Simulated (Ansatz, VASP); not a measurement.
One calculation of Zr2NbTe4, two programs

INCAR

```
PREC = Accurate
ENCUT = 500
EDIFF = 1E-7
ISMEAR = 0
SIGMA = 0.2
LREAL = F
LASPH = T
NELM = 120
ALGO = Normal
ISIF = 3
LWAVE = F
LCHARG = F
GGA = PE
IBRION = 2
NSW = 36
EDIFFG = -0.08
GGA_COMPAT = F
NELMIN = 4
```

File KPOINTS:

```
regular mesh
0
Gamma
  3 3 3
```

POSCAR

```
Zr2NbTe4
1.0
    0.0000000000      4.5821926800      4.5821926800
    4.5821926800      0.0000000000      4.5821926800
    4.5821926800      4.5821926800      0.0000000000
Zr Nb Te
2 1 4
Direct
    0.2500000000      0.2500000000      0.2500000000
    0.0000000000      0.0000000000      0.0000000000
    0.5000000000      0.5000000000      0.5000000000
    0.6420231800      0.6420231800      0.6420231800
    0.6420231800      0.6420231800      0.0739304500
    0.6420231800      0.0739304500      0.6420231800
    0.0739304500      0.6420231800      0.6420231800
```

Input for Ansatz:

```yaml
crystal:
  lattice:
    - [0.0, 4.58219268, 4.58219268]
    - [4.58219268, 0.0, 4.58219268]
    - [4.58219268, 4.58219268, 0.0]
  atoms:
    - { symbol: Zr, position: [0.25, 0.25, 0.25] }
    - { symbol: Zr, position: [0.0, 0.0, 0.0] }
    - { symbol: Nb, position: [0.5, 0.5, 0.5] }
    - { symbol: Te, position: [0.64202318, 0.64202318, 0.64202318] }
    - { symbol: Te, position: [0.64202318, 0.64202318, 0.07393045] }
    - { symbol: Te, position: [0.64202318, 0.07393045, 0.64202318] }
    - { symbol: Te, position: [0.07393045, 0.64202318, 0.64202318] }
basis:
  ecutwfc: 420
kpoints:
  mp_grid: { grid: [3, 3, 3] }
hamiltonian:
  xc: pbe
scf:
  occupations: { method: gaussian, width: 0.2 }
  lower_state_search: "off"
output:
  forces: true
  stress: true
  eigenvalues: true
relax:
  adjacent_minimum: "off"
  f_tol: 0.08
  max_steps: 16
  cell: { stress_tol: 0.8 }
```

Alike in both runs: task relaxation of cell and atoms; functional PBE; k mesh 3 × 3 × 3; occupations gaussian, width 0.2 eV; no spin polarisation.

|  | VASP | Ansatz |
| --- | --- | --- |
| version | VASP 6.6.1 | Ansatz 0.2.0 |
| potentials or method | VASP PAW PBE potentials, release 64 (Zr_sv, Nb_sv, Te), cutoff 500 eV | scalar-relativistic, plane waves, PAW |
| valence electrons in the cell | 61 | 101 |

|  | VASP | Ansatz | Ansatz less VASP |
| --- | --- | --- | --- |
| gap on the k mesh at the Fermi level, each at its own relaxed structure (eV) | none | none | - |
| relaxed volume (Å³/atom) | 38.95 | 38.91 | -0.037 |
| relaxed length of the cell vector where the two differ most in proportion (Å) | 7.278 | 7.276 | -0.0023 |

A gap of «none» marks a metal or a gap that the smearing closes. VASP's potentials hold 61 valence electrons a cell and Ansatz's 101, so a difference there can come from the potentials and not from the codes.

The k mesh is coarse, so the values compare programs but aren't converged. Spin-orbit coupling is off throughout. Noted on VASP's run: the volume moved by over 15 % at a fixed basis, so the end points are rough.
